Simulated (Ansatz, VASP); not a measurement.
## TiGe4Mo in VASP and in Ansatz

```
Ti Ge Mo
1.0
     2.37773   -4.20605    0.00000
     2.37773    4.20605    0.00000
     0.00000    0.00000    4.72918
Ti Ge Mo
1 4 1
Direct
  0.50000 0.50000 0.50000
  0.66105 0.33895 0.00000
  0.16432 0.83568 0.50000
  0.33895 0.66105 0.00000
  0.83568 0.16432 0.50000
  0.00000 0.00000 0.00000
```

Alike in both runs: functional PBE; k mesh 10 × 10 × 8; occupations gaussian, width 0.1 eV; no spin polarisation.

Ansatz relaxed the structure, and its values are those at the end. VASP's run is a single point on that final structure, the one shown.

|  | VASP | Ansatz |
| --- | --- | --- |
| version | VASP 6.6.1 | Ansatz 0.2.0 |
| potentials or method | VASP PAW PBE potentials, release 64 (Ti_sv, Ge_d, Mo_sv), cutoff 520 eV | scalar-relativistic, plane waves, PAW |
| valence electrons in the cell | 82 | 82 |

VASP gave:

```
gap on the k mesh at the Fermi level (eV) : none
pressure (GPa)                            : 0.2
```

**Question.** Which values does Ansatz return?

**Answer.** gap on the k mesh at the Fermi level (eV): none; pressure (GPa): 0.0.

A gap of «none» marks a metal or a gap that the smearing closes.
